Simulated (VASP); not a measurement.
# Cu12O in VASP: single point with PBE

Aim: the single point of Cu12O with PBE.

Everything below comes from runs of VASP 6.6.1. Logs are shortened: lines on timing, memory, paths and dates and some standing lists are left out, and cuts for length are marked.

## Step 1: The cell of the first run

The cell holds a slab with vacuum, 13 atoms: a = 5.132 Å, b = 5.132 Å, c = 19.622 Å, α = 90.00°, β = 90.00°, γ = 120.00°.

## Step 2: Single point, PBE

Contents of INCAR:

```
SYSTEM = Cu12O
PREC = Accurate ; ENCUT = 520
EDIFF = 1E-6 ; ISMEAR = 0
SIGMA = 0.1 ; LREAL = .FALSE.
LASPH = .TRUE. ; NELM = 100
ALGO = Normal ; ISIF = 2
LWAVE = .FALSE. ; LCHARG = .FALSE.
LDIPOL = .TRUE. ; IDIPOL = 3
DIPOL = 0.5 0.5 0.323 ; GGA = PE
NBANDS = 81
```

Contents of KPOINTS:

```
Automatic mesh
0
G
  6 6 1
  0 0 0
```

Contents of POSCAR:

```
Cu12O
1.0
    5.1319544695      0.0000000000      0.0000000000
   -2.5659772347      4.4444029416      0.0000000000
    0.0000000000      0.0000000000     19.6215699228
Cu O
12 1
Direct
    0.3333333333      0.1666666667      0.2038572864
    0.3333333333      0.6666666667      0.2038572864
    0.8333333333      0.1666666667      0.2038572864
    0.8333333333      0.6666666667      0.2038572864
    0.1666666667      0.3333333334      0.3088787979
    0.1666666667      0.8333333334      0.3088787979
    0.6666666667      0.3333333334      0.3088787979
    0.6666666667      0.8333333333      0.3088787979
    0.0000000000      0.0000000000      0.4139103015
    0.0000000000      0.5000000000      0.4139103015
    0.5000000000      0.0000000000      0.4139103015
    0.5000000000      0.5000000000      0.4139103015
    0.1666666667      0.0833333334      0.4926672610
```

Potentials or basis: VASP PAW PBE potentials, release 64 (Cu, O).

Launch:

```console
$ cat potpaw_PBE.64/Cu/POTCAR potpaw_PBE.64/O/POTCAR > POTCAR
$ mpirun -np 1 vasp_std > vasp.out
```

OUTCAR:

```text
SYSTEM = Cu12O
   PREC = Accurate
   ENCUT = 520
   EDIFF = 1E-6
   ISMEAR = 0
   LREAL = .FALSE.
   LASPH = .TRUE.
   NELM = 100
   ISIF = 2
   GGA = PE

 ion  position               nearest neighbor table
   1  0.333  0.167  0.204-   6 2.54   5 2.54   7 2.54   2 2.57   2 2.57   4 2.57   4 2.57   3 2.57
                             3 2.57
   2  0.333  0.667  0.204-   5 2.54   6 2.54   8 2.54   1 2.57   1 2.57   3 2.57   3 2.57   4 2.57
                             4 2.57
   3  0.833  0.167  0.204-   7 2.54   8 2.54   5 2.54   4 2.57   4 2.57   2 2.57   2 2.57   1 2.57
                             1 2.57
   4  0.833  0.667  0.204-   8 2.54   7 2.54   6 2.54   3 2.57   3 2.57   1 2.57   1 2.57   2 2.57
                             2 2.57
   5  0.167  0.333  0.309-   2 2.54   1 2.54   3 2.54  10 2.54  12 2.54   9 2.54   8 2.57   6 2.57
                             6 2.57   7 2.57   7 2.57   8 2.57
   6  0.167  0.833  0.309-   1 2.54   2 2.54   4 2.54   9 2.54  11 2.54  10 2.54   8 2.57   5 2.57
                             5 2.57   7 2.57   7 2.57   8 2.57
   7  0.667  0.333  0.309-   4 2.54   3 2.54   1 2.54  12 2.54  10 2.54  11 2.54   8 2.57   6 2.57
                             6 2.57   5 2.57   5 2.57   8 2.57
   8  0.667  0.833  0.309-   4 2.54   3 2.54   2 2.54  12 2.54   9 2.54  11 2.54   7 2.57   5 2.57
                             6 2.57   5 2.57   6 2.57   7 2.57
   9  0.000  0.000  0.414-  13 1.71   6 2.54   8 2.54   5 2.54  10 2.57  10 2.57  12 2.57  12 2.57
                            11 2.57  11 2.57
  10  0.000  0.500  0.414-   5 2.54   7 2.54   6 2.54   9 2.57   9 2.57  11 2.57  11 2.57  12 2.57
                            12 2.57
  11  0.500  0.000  0.414-   6 2.54   7 2.54   8 2.54  12 2.57  12 2.57  10 2.57  10 2.57   9 2.57
                             9 2.57
  12  0.500  0.500  0.414-   8 2.54   7 2.54   5 2.54  11 2.57  11 2.57   9 2.57   9 2.57  10 2.57
                            10 2.57
  13  0.167  0.083  0.493-   9 1.71

  LATTYP: Found a hexagonal cell.
 ALAT       =     5.1319544695
 C/A-ratio  =     3.8234107569

  Lattice vectors:

 A1 = (   5.1319544695,   0.0000000000,   0.0000000000)
 A2 = (  -2.5659772347,   4.4444029416,   0.0000000000)
 A3 = (   0.0000000000,   0.0000000000,  19.6215699228)

Analysis of symmetry for initial positions (statically):
=====================================================================
 Subroutine PRICEL returns:
 Original cell was already a primitive cell.

 Routine SETGRP: Setting up the symmetry group for a
 hexagonal supercell.

 Subroutine GETGRP returns: Found  2 space group operations
 (whereof  2 operations were pure point group operations)
 out of a pool of 24 trial point group operations.

The static configuration has the point symmetry C_1h.

Analysis of symmetry for dynamics (positions and initial velocities):
=====================================================================
 Subroutine PRICEL returns:
 Original cell was already a primitive cell.

 Routine SETGRP: Setting up the symmetry group for a
 hexagonal supercell.

 Subroutine GETGRP returns: Found  2 space group operations
 (whereof  2 operations were pure point group operations)
 out of a pool of 24 trial point group operations.

The dynamic configuration has the point symmetry C_1h.

 Subroutine INISYM returns: Found  2 space group operations
 (whereof  2 operations are pure point group operations),
 and found     1 'primitive' translations

----------------------------------------------------------------------------------------

                                     Primitive cell

  volume of cell :     447.5381

  direct lattice vectors                    reciprocal lattice vectors
     5.131954470  0.000000000  0.000000000     0.194857535  0.112501051  0.000000000
    -2.565977235  4.444402942  0.000000000     0.000000000  0.225002101  0.000000000
     0.000000000  0.000000000 19.621569923     0.000000000  0.000000000  0.050964322

  length of vectors
     5.131954470  5.131954469 19.621569923     0.225002101  0.225002101  0.050964322

  position of ions in fractional coordinates (direct lattice)
     0.333333333  0.166666667  0.203857286
     0.333333333  0.666666667  0.203857286
     0.833333333  0.166666667  0.203857286
     0.833333333  0.666666667  0.203857286
     0.166666667  0.333333333  0.308878798
     0.166666667  0.833333333  0.308878798
     0.666666667  0.333333333  0.308878798
     0.666666667  0.833333333  0.308878798
     0.000000000  0.000000000  0.413910302
     0.000000000  0.500000000  0.413910302
     0.500000000  0.000000000  0.413910302
[... 51 lines left out ...]
  0.000000  0.333333  0.000000      4.000000
  0.500000  0.000000  0.000000      1.000000
  0.000000  0.500000  0.000000      2.000000
  0.166667  0.166667  0.000000      4.000000
 -0.166667  0.333333  0.000000      2.000000
  0.333333  0.166667  0.000000      4.000000
 -0.166667  0.500000  0.000000      4.000000
  0.500000  0.333333  0.000000      4.000000
  0.333333  0.333333  0.000000      2.000000
   k-points           NKPTS =     13   k-points in BZ     NKDIM =     13   number of bands    NBANDS=     81
   number of dos      NEDOS =    301   number of ions     NIONS =     13
   total plane-waves  NPLWV = 240000
   dimension x,y,z NGX =    40 NGY =   40 NGZ =  150
   dimension x,y,z NGXF=    80 NGYF=   80 NGZF=  300
   ions per type =              12   1
   NGX,Y,Z   is equivalent  to a cutoff of  12.96, 12.96, 12.71 a.u.
   NGXF,Y,Z  is equivalent  to a cutoff of  25.92, 25.92, 25.42 a.u.
 SYSTEM =  Cu12O
   PREC   = accura    normal or accurate (medium, high low for compatibility)
   ISTART =      0    job   : 0-new  1-cont  2-samecut
   ICHARG =      2    charge: 1-file 2-atom 10-const
   ISPIN  =      1    spin polarized calculation?
   LNONCOLLINEAR =      F non collinear calculations
   LSORBIT =      F    spin-orbit coupling
   LASPH  =      T    aspherical Exc in radial PAW
   ENCUT  =  520.0 eV  38.22 Ry    6.18 a.u.   9.54  9.54 36.48*2*pi/ulx,y,z
   NELM   =    100;   NELMIN=  2; NELMDL= -5     # of ELM steps
   EDIFF  = 0.1E-05   stopping-criterion for ELM
   LREAL  =      F    real-space projection
   EDIFFG = 0.1E-04   stopping-criterion for IOM
   NSW    =      0    number of steps for IOM
   IBRION =     -1    ionic relax: 0-MD 1-quasi-New 2-CG
   NFREE  =      0    steps in history (QN), initial steepest desc. (CG)
   ISIF   =      2    stress and relaxation
   ISYM   =      2    0-nonsym 1-usesym 2-fastsym
   POTIM  = 0.5000    time-step for ionic-motion
   TEBEG  =    0.0;   TEEND  =   0.0 temperature during run
   PSTRESS=    0.0 pullay stress
   NELECT =     138.0000    total number of electrons
   NUPDOWN=      -1.0000    fix difference up-down
   EMIN   =  10.00;   EMAX   =-10.00  energy-range for DOS
   EFERMI =   0.00;   METHOD = LEGACY
   ISMEAR =     0;   SIGMA  =   0.10  broadening in eV -4-tet -1-fermi 0-gaus
   EFERMI_NEDOS =   21; number of points for ismear=-14 and -15
   IALGO  =     38    algorithm
   IMIX   =      4    mixing-type and parameters
     AMIX     =   0.40;   BMIX     =  1.00
     AMIX_MAG =   1.60;   BMIX_MAG =  1.00
  volume/ion in A,a.u.               =      34.43       232.32
  Fermi-wavevector in a.u.,A,eV,Ry     =   1.106007  2.090050 16.643346  1.223251
  Thomas-Fermi vector in A             =   2.242502
   LORBIT       =      0    0 simple, 1 ext, 2 COOP (PROOUT), +10 PAW based schemes
   GGA     = PE    functional components
   LHFCALC =     F    Hartree Fock is set to
   AEXX    =    0.0000 exact exchange contribution
   IVDW    =     0    specifies the selected vdW correction
   LEPSILON=     F    determine dielectric tensor
   LRPA    =     F    only Hartree local field effects (RPA)
 non-spin polarized calculation
 Gauss-broadening in eV      SIGMA  =   0.10
  energy-cutoff  :      520.00
  volume of cell :      447.54
 maximum number of plane-waves:     12109
 NGX is ok and might be reduce to    40
   NGX = 19   NGY = 19   NGZ = 73

 dipolmoment           0.000000      0.000000     -0.441536 electrons x Angstroem

 number of electron     138.0000026 magnetization

 dipolmoment           0.000000      0.000000      0.236382 electrons x Angstroem

 Free energy of the ion-electron system (eV)
  ---------------------------------------------------
  ext. energy  EPLUGINS =         0.00000000
  ---------------------------------------------------
  free energy    TOTEN  =       -46.15164607 eV

  energy without entropy =      -46.10247195  energy(sigma->0) =      -46.12705901

 E-fermi :  -1.2541     XC(G=0):  -5.1323

 val. band max:       -1.2605194749   @ k =   0.1667   0.0000   0.0000
 cond. band min:      -1.2371500785   @ k =   0.0000   0.3333   0.0000
 fundamental gap:      0.0233693965
 Fermi energy:        -1.2541447512

 k-point     1 :       0.0000    0.0000    0.0000
  band No.  band energies     occupation
      1     -18.3262      2.00000
      2      -9.8642      2.00000
      3      -7.8229      2.00000
      4      -6.4281      2.00000
      5      -6.0871      2.00000
      6      -6.0390      2.00000
[... 1081 lines left out ...]
     80       3.9372      0.00000
     81       4.8810      0.00000

------------------------ aborting loop because EDIFF is reached ----------------------------------------

 vacuum level on the upper side and lower side of the slab       (xc-potential included)         0.774        -1.059

  FORCE on cell =-STRESS in cart. coord.  units (eV):
  Direction    XX          YY          ZZ          XY          YZ          ZX
  --------------------------------------------------------------------------------------
  -------------------------------------------------------------------------------------
  Total       -2.3300407     -3.0999138      1.4118390      0.6667297      1.2965841      2.2457487
  in kB       -8.3414991    -11.0976297      5.0543554      2.3868791      4.6417451      8.0397355
  external PRESSURE =      -4.7949245 kB  Pullay stress =       0.0000000 kB

 VOLUME and BASIS-vectors are now :
 -----------------------------------------------------------------------------
  energy-cutoff  :      520.00
  volume of cell :      447.54
      direct lattice vectors                 reciprocal lattice vectors
     5.131954470  0.000000000  0.000000000     0.194857535  0.112501051  0.000000000
    -2.565977235  4.444402942  0.000000000     0.000000000  0.225002101  0.000000000
     0.000000000  0.000000000 19.621569923     0.000000000  0.000000000  0.050964322

 POSITION                                       TOTAL-FORCE (eV/Angst)
 -----------------------------------------------------------------------------------
      1.28299      0.74073      4.00000         0.001683      0.000972     -0.014974
     -0.00000      2.96294      4.00000        -0.022994     -0.013276     -0.115024
      3.84897      0.74073      4.00000        -0.004553      0.026970     -0.125196
      2.56598      2.96294      4.00000         0.021081     -0.017428     -0.125196
      0.00000      1.48147      6.06069        -0.032236      0.025396     -0.032218
     -1.28299      3.70367      6.06069         0.005876     -0.040616     -0.032218
      2.56598      1.48147      6.06069         0.027186      0.015696      0.040914
      1.28299      3.70367      6.06069         0.006462      0.003731      0.193446
      0.00000      0.00000      8.12157        -1.069003     -0.617189     -0.920725
     -1.28299      2.22220      8.12157         0.026110      0.015075     -0.008110
      2.56598      0.00000      8.12157        -0.277018      0.006083      0.477867
      1.28299      2.22220      8.12157        -0.133241     -0.242946      0.477867
      0.64149      0.37037      9.66691         1.450647      0.837531      0.183566
 -----------------------------------------------------------------------------------
    total drift:                               -0.000026     -0.000016     -0.006742

  FREE ENERGIE OF THE ION-ELECTRON SYSTEM (eV)
  ---------------------------------------------------
  free  energy   TOTEN  =       -46.1516460741 eV

  energy  without entropy=      -46.1024719463  energy(sigma->0) =      -46.12705901

 vacuum level on the upper side and lower side of the slab         5.248         3.371
```

Run time: 26 min. Hardware: 1 thread of Intel Xeon Platinum 8259CL at 2.50GHz (Skylake/Cascade Lake), shared host; peak memory 0.74 GiB.

What came out:

- Free energy: -46.1516 eV
- Largest force: 1.685 eV/Å
- Band gap on the k mesh: zero (band 69 reaches -1.05 eV, above the bottom of band 70 at -1.40 eV)

Forces on the atoms (eV/Å):
```
Cu   0.002  0.001 -0.015
Cu  -0.023 -0.013 -0.115
Cu  -0.005  0.027 -0.125
Cu   0.021 -0.017 -0.125
Cu  -0.032  0.025 -0.032
Cu   0.006 -0.041 -0.032
Cu   0.027  0.016  0.041
Cu   0.006  0.004  0.193
Cu  -1.069 -0.617 -0.921
Cu   0.026  0.015 -0.008
Cu  -0.277  0.006  0.478
Cu  -0.133 -0.243  0.478
O    1.451  0.838  0.184
```

With open d or f shells a metallic result of PBE can be an artefact of self-interaction; +U or a hybrid may open a gap.
